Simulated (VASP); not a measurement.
V: single point with LDA

The system is V.

```
CELL_PARAMETERS angstrom
0.00000 1.89500 1.89500
1.89500 0.00000 1.89500
1.89500 1.89500 0.00000
ATOMIC_POSITIONS crystal
V 0.00000 0.00000 0.00000
```

```yaml
Program: VASP 6.6.1
Task: single point
Functional: LDA
Potentials_or_basis: VASP PAW LDA potentials, release 64 (V_sv)
Cutoff: 520 eV
k_mesh: 12 × 12 × 12
Occupations: methfessel-paxton, width 0.15 eV
Spin: collinear spin, zero start
Starting_moments: "[0.0] μB"
```

```
Pressure                                              : -8.7 GPa
Net moment                                            : 0.00 μB per cell
Valence electrons inside the program's atomic spheres : V 11.65
```

Levels at points of the mesh, in eV from the Fermi level:
Spin up:
```tsv
k point	band 2	band 3	band 4	band 5	band 6	band 7	band 8	band 9	band 10	band 11
(0.00, 0.00, 0.00)	-37.02	-37.02	-37.02	-6.81	0.15	0.15	0.15	1.90	1.90	17.84
(0.50, 0.00, 0.00)	-37.92	-37.14	-37.14	-3.38	0.00	0.00	0.95	3.14	3.14	9.22
(0.50, 0.50, 0.00)	-37.86	-37.34	-37.34	-3.57	-2.69	3.09	3.47	3.47	3.56	11.98
```
Spin down:
| k point | band 2 | band 3 | band 4 | band 5 | band 6 | band 7 | band 8 | band 9 | band 10 | band 11 |
| --- | --- | --- | --- | --- | --- | --- | --- | --- | --- | --- |
| (0.00, 0.00, 0.00) | -37.02 | -37.02 | -37.02 | -6.81 | 0.15 | 0.15 | 0.15 | 1.90 | 1.90 | 17.84 |
| (0.50, 0.00, 0.00) | -37.92 | -37.14 | -37.14 | -3.38 | 0.00 | 0.00 | 0.95 | 3.14 | 3.14 | 9.22 |
| (0.50, 0.50, 0.00) | -37.86 | -37.34 | -37.34 | -3.57 | -2.69 | 3.09 | 3.47 | 3.47 | 3.56 | 11.98 |

Wall time 9.3 s on 1 thread of Intel(R) Xeon(R) 6975P-C (Granite Rapids), with other jobs on the host, peak memory 0.13 GiB.
